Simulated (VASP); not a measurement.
Runs of VASP 6.6.1 on InSb. The structure is that of space group I-4m2 (No. 119), or close to it. The cells are those of the table. 

```csv
cell,gap on the mesh (eV),pressure (GPa)
"a = 4.581, b = 4.468, c = 4.468 Å, angles 61.7, 59.2, 59.2°, 2 atoms",0.38,(b)
"a = 4.581, b = 4.412, c = 4.412 Å, angles 62.5, 58.7, 58.7°, 2 atoms",0.45,6.4
"a = 4.581, b = 4.785, c = 4.785 Å, angles 57.2, 61.4, 61.4°, 2 atoms",none,-1.9
"a = 4.581, b = 4.358, c = 4.358 Å, angles 63.4, 58.3, 58.3°, 2 atoms",0.38,8.3
"a = 4.581, b = 4.756, c = 4.756 Å, angles 57.6, 61.2, 61.2°, 2 atoms",none,-1.5
"a = 4.581, b = 4.815, c = 4.815 Å, angles 56.8, 61.6, 61.6°, 2 atoms",none,(a)
```

Alike in all rows: task single point; level r2SCAN; potentials or basis VASP PAW PBE potentials, release 64 (In_d, Sb); no spin polarisation; k mesh 10 × 10 × 10; cutoff (eV) 520; smearing gaussian 0.03 eV.

Problem. Fill in the values left out.

Solution. (a) -2.3; (b) 4.6.

Caveats: the PAW data sets were made with another functional, which shifts forces and pressure a little; spin-orbit coupling is left out, which moves the levels of the heavy elements.

A k mesh can miss the band edges, and the runs leave out spin-orbit coupling on In, Sb.

A gap of «none» marks levels without a gap at the run's occupations.
